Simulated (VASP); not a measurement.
# ZrC (Fm-3m) in VASP: vibrations by perturbation theory with PBE

Aim: the vibrations by perturbation theory of ZrC with PBE.

Everything below comes from runs of VASP 6.6.1. Logs are shortened: lines on timing, memory, paths and dates and some standing lists are left out, and cuts for length are marked.

### 1 The cell of the first run

Symmetry: Fm-3m, No. 225, cubic system. The conventional cell has a = 4.709 Å, b = 4.709 Å, c = 4.709 Å, α = 90.00°, β = 90.00°, γ = 90.00°. Zr (site symmetry m-3m) has 6 C at 2.35 Å within 3.1 Å. Within 3.1 Å of C (site symmetry m-3m) lie 6 Zr at 2.35 Å.

### 2 Vibrations by perturbation theory, PBE

Input file INCAR:

```
  PREC = Accurate
  ENCUT = 520
  EDIFF = 1E-8
  ISMEAR = 0
  SIGMA = 0.1
  LREAL = False
  LASPH = True
  NELM = 60
  ALGO = Normal
  ISIF = 2
  LWAVE = False
  LCHARG = True
  GGA = PE
  NBANDS = 15
  IBRION = 8
  NSW = 1
```

Input file KPOINTS:

```
Automatic mesh
0
Gamma
  16 16 16
```

Input file POSCAR:

```
ZrC
1.0
    0.0000000000      2.3543024246      2.3543024246
    2.3543024246      0.0000000000      2.3543024246
    2.3543024246      2.3543024246      0.0000000000
Zr C
1 1
Direct
    0.5000000000      0.5000000000      0.5000000000
    0.0000000000      0.0000000000      0.0000000000
```

Potentials or basis: VASP PAW PBE potentials, release 64 (Zr_sv, C).

On the command line:

```
cat potpaw_PBE.64/Zr_sv/POTCAR potpaw_PBE.64/C/POTCAR > POTCAR
mpirun -np 1 vasp_std > vasp.out
```

OUTCAR:

```text
PREC = Accurate
   ENCUT = 520
   EDIFF = 1E-8
   ISMEAR = 0
   LREAL = False
   LASPH = True
   NELM = 60
   ISIF = 2
   GGA = PE
   IBRION = 8
   NSW = 1

 ion  position               nearest neighbor table
   1  0.500  0.500  0.500-   2 2.35   2 2.35   2 2.35   2 2.35   2 2.35   2 2.35
   2  0.000  0.000  0.000-   1 2.35   1 2.35   1 2.35   1 2.35   1 2.35   1 2.35

  LATTYP: Found a face centered cubic cell.
 ALAT       =     4.7086048492

  Lattice vectors:

 A1 = (   0.0000000000,   2.3543024246,   2.3543024246)
 A2 = (   2.3543024246,   0.0000000000,   2.3543024246)
 A3 = (   2.3543024246,   2.3543024246,   0.0000000000)

Analysis of symmetry for initial positions (statically):
=====================================================================
 Subroutine PRICEL returns:
 Original cell was already a primitive cell.

 Routine SETGRP: Setting up the symmetry group for a
 face centered cubic supercell.

 Subroutine GETGRP returns: Found 48 space group operations
 (whereof 48 operations were pure point group operations)
 out of a pool of 48 trial point group operations.

The static configuration has the point symmetry O_h .

Analysis of symmetry for dynamics (positions and initial velocities):
=====================================================================
 Subroutine PRICEL returns:
 Original cell was already a primitive cell.

 Routine SETGRP: Setting up the symmetry group for a
 face centered cubic supercell.

 Subroutine GETGRP returns: Found 48 space group operations
 (whereof 48 operations were pure point group operations)
 out of a pool of 48 trial point group operations.

The dynamic configuration has the point symmetry O_h .

 Subroutine INISYM returns: Found 48 space group operations
 (whereof 48 operations are pure point group operations),
 and found     1 'primitive' translations

----------------------------------------------------------------------------------------

                                     Primitive cell

  volume of cell :      26.0986

  direct lattice vectors                    reciprocal lattice vectors
     0.000000000  2.354302425  2.354302425    -0.212377133  0.212377133  0.212377133
     2.354302425  0.000000000  2.354302425     0.212377133 -0.212377133  0.212377133
     2.354302425  2.354302425  0.000000000     0.212377133  0.212377133 -0.212377133

  length of vectors
     3.329486419  3.329486419  3.329486419     0.367847985  0.367847985  0.367847985

  position of ions in fractional coordinates (direct lattice)
     0.500000000  0.500000000  0.500000000
     0.000000000  0.000000000  0.000000000

  ion indices of the primitive-cell ions
   primitive index   ion index
                 1           1
                 2           2

----------------------------------------------------------------------------------------

 KPOINTS: Automatic mesh

Automatic generation of k-mesh.
 Grid dimensions read from file:
 generate k-points for:   16   16   16

 Generating k-lattice:

  Cartesian coordinates                     Fractional coordinates (reciprocal lattice)
    -0.013273571  0.013273571  0.013273571     0.062500000  0.000000000  0.000000000
     0.013273571 -0.013273571  0.013273571     0.000000000  0.062500000  0.000000000
     0.013273571  0.013273571 -0.013273571     0.000000000  0.000000000  0.062500000

  Length of vectors
     0.022990499  0.022990499  0.022990499

  Shift w.r.t. Gamma in fractional coordinates (k-lattice)
     0.000000000  0.000000000  0.000000000

 Subroutine IBZKPT returns following result:
 ===========================================
[... 78 lines left out ...]
   LRPA    =     F    only Hartree local field effects (RPA)
 non-spin polarized calculation
 Gauss-broadening in eV      SIGMA  =   0.10
  energy-cutoff  :      520.00
  volume of cell :       26.10
 maximum number of plane-waves:       725
 NGX is ok and might be reduce to    28
   NGX = 13   NGY = 13   NGZ = 13

--------------------------------------- Ionic step        1  -------------------------------------------

 number of electron      16.0000000 magnetization

 Free energy of the ion-electron system (eV)
  ---------------------------------------------------
  ext. energy  EPLUGINS =         0.00000000
  ---------------------------------------------------
  free energy    TOTEN  =       -19.46218703 eV

  energy without entropy =      -19.46025026  energy(sigma->0) =      -19.46121864

 E-fermi :   9.5421     XC(G=0): -12.1075

 val. band max:        9.5339065330   @ k =   0.3125   0.2500   0.0000
 cond. band min:       9.5443733931   @ k =   0.4375   0.4375   0.0000
 fundamental gap:      0.0104668601
 Fermi energy:         9.5421281151

 k-point     1 :       0.0000    0.0000    0.0000
  band No.  band energies     occupation
      1     -38.5724      2.00000
      2     -16.2863      2.00000
      3     -16.2863      2.00000
      4     -16.2863      2.00000
      5      -1.7353      2.00000
      6      10.4862      0.00000
      7      10.4862      0.00000
      8      10.4862      0.00000
      9      10.6451      0.00000
     10      10.6451      0.00000
     11      10.6451      0.00000
     12      12.3501      0.00000
     13      12.3501      0.00000
     14      16.8018      0.00000
[... 401 lines left out ...]
      2     -16.3680      2.00000
      3     -16.3079      2.00000
      4     -16.2879      2.00000
      5      -1.5042      2.00000
      6       9.1641      2.00000
      7       9.3766      1.98078
      8       9.5216      1.22795
      9      10.7873      0.00000
     10      11.4052      0.00000
     11      11.4885      0.00000
     12      12.9699      0.00000
     13      13.8221      0.00000
     14      17.3104      0.00000
     15      20.6359      0.00000

 [... further k-points ...]
[... 5 lines left out ...]
  --------------------------------------------------------------------------------------
  -------------------------------------------------------------------------------------
  Total        0.0402156      0.0402156      0.0402156     -0.0000000     -0.0000000      0.0000000
  in kB        2.4688134      2.4688134      2.4688134     -0.0000000     -0.0000000      0.0000000
  external PRESSURE =       2.4688134 kB  Pullay stress =       0.0000000 kB

 VOLUME and BASIS-vectors are now :
 -----------------------------------------------------------------------------
  energy-cutoff  :      520.00
  volume of cell :       26.10
      direct lattice vectors                 reciprocal lattice vectors
     0.000000000  2.354302425  2.354302425    -0.212377133  0.212377133  0.212377133
     2.354302425  0.000000000  2.354302425     0.212377133 -0.212377133  0.212377133
     2.354302425  2.354302425  0.000000000     0.212377133  0.212377133 -0.212377133

 POSITION                                       TOTAL-FORCE (eV/Angst)
 -----------------------------------------------------------------------------------
      2.35430      2.35430      2.35430        -0.000000     -0.000000     -0.000000
      0.00000      0.00000      0.00000         0.000000      0.000000      0.000000
 -----------------------------------------------------------------------------------
    total drift:                                0.000000      0.000000      0.000000

  FREE ENERGIE OF THE ION-ELECTRON SYSTEM (eV)
  ---------------------------------------------------
  free  energy   TOTEN  =       -19.4621870299 eV

  energy  without entropy=      -19.4602502555  energy(sigma->0) =      -19.46121864

[... ionic steps 2 to 3 ...]

--------------------------------------- Ionic step        4  -------------------------------------------

------------------------ aborting loop because EDIFF is reached ----------------------------------------

[... ionic steps 5 to 6 ...]

--------------------------------------- Ionic step        7  -------------------------------------------

 Free energy of the ion-electron system (eV)
  ---------------------------------------------------
  ---------------------------------------------------
  free energy    TOTEN  =        -0.11933133 eV

  energy without entropy =       -0.11933133

------------------------ aborting loop because EDIFF is reached ----------------------------------------

 INTERNAL STRAIN TENSOR  FOR ION    2  DIRECTION 1   (eV/Angst):
 -----------------------------------------------------------------------------
     0.00930  0.00000 -0.00000
    -0.00000 -0.00589  0.00000
     0.00000  0.00000 -0.00589

 INTERNAL STRAIN TENSOR FOR ION    2 for displacements in x,y,z  (eV/Angst):
          X           Y           Z          XY          YZ          ZX
  --------------------------------------------------------------------------------
  x     0.00000     0.00000     0.00000     0.00000     0.00000     0.00000
  y     0.00000     0.00000     0.00000     0.00000     0.00000     0.00000
  z     0.00000     0.00000     0.00000     0.00000     0.00000     0.00000

 SECOND DERIVATIVES (NOT SYMMETRIZED)
 ------------------------------------
               1X          1Y          1Z          2X          2Y          2Z
  1X    -6.869815    0.000000    0.000000    6.869815    0.000000    0.000000
  1Y     0.000000   -6.869815    0.000000    0.000000    6.869815    0.000000
  1Z     0.000000    0.000000   -6.869815    0.000000    0.000000    6.869815
  2X     6.870340    0.000000    0.000000   -6.870340    0.000000    0.000000
  2Y     0.000000    6.870340    0.000000    0.000000   -6.870340    0.000000
  2Z     0.000000    0.000000    6.870340    0.000000    0.000000   -6.870340

 Eigenvectors and eigenvalues of the dynamical matrix
 ----------------------------------------------------

   1 f  =   12.577875 THz    79.029117 2PiTHz  419.552738 cm-1    52.017886 meV
             X         Y         Z           dx          dy          dz
      2.354302  2.354302  2.354302     0.000000    0.000000   -0.341084
      0.000000  0.000000  0.000000     0.000000    0.000000    0.940033
[... 21 lines left out ...]
   6 f/i=    0.000154 THz     0.000968 2PiTHz    0.005140 cm-1     0.000637 meV
             X         Y         Z           dx          dy          dz
      2.354302  2.354302  2.354302     0.939126   -0.039436    0.012185
      0.000000  0.000000  0.000000     0.340755   -0.014309    0.004421

--------------------------------------------------------------------------------------------------------

 ELASTIC MODULI CONTR FROM IONIC RELAXATION (kBar)
 Direction    XX          YY          ZZ          XY          YZ          ZX
 --------------------------------------------------------------------------------
 XX           0.0000      0.0000      0.0000      0.0000      0.0000      0.0000
 YY           0.0000      0.0000      0.0000      0.0000      0.0000      0.0000
 ZZ           0.0000      0.0000      0.0000      0.0000      0.0000      0.0000
 XY           0.0000      0.0000      0.0000      0.0000      0.0000      0.0000
 YZ           0.0000      0.0000      0.0000      0.0000      0.0000      0.0000
 ZX           0.0000      0.0000      0.0000      0.0000      0.0000      0.0000
 --------------------------------------------------------------------------------
```

Run time: 7.8 min. Hardware: 1 thread of Intel Xeon 6975P-C (Granite Rapids), shared host; peak memory 0.41 GiB.

Results:

```yaml
Highest_phonon_frequency_at_Γ: 420 cm⁻¹
```

Phonon frequencies in cm⁻¹ (negative: imaginary):
```tsv
q point	frequencies
(0.000, 0.000, 0.000)	0 0 0 420 420 420
```
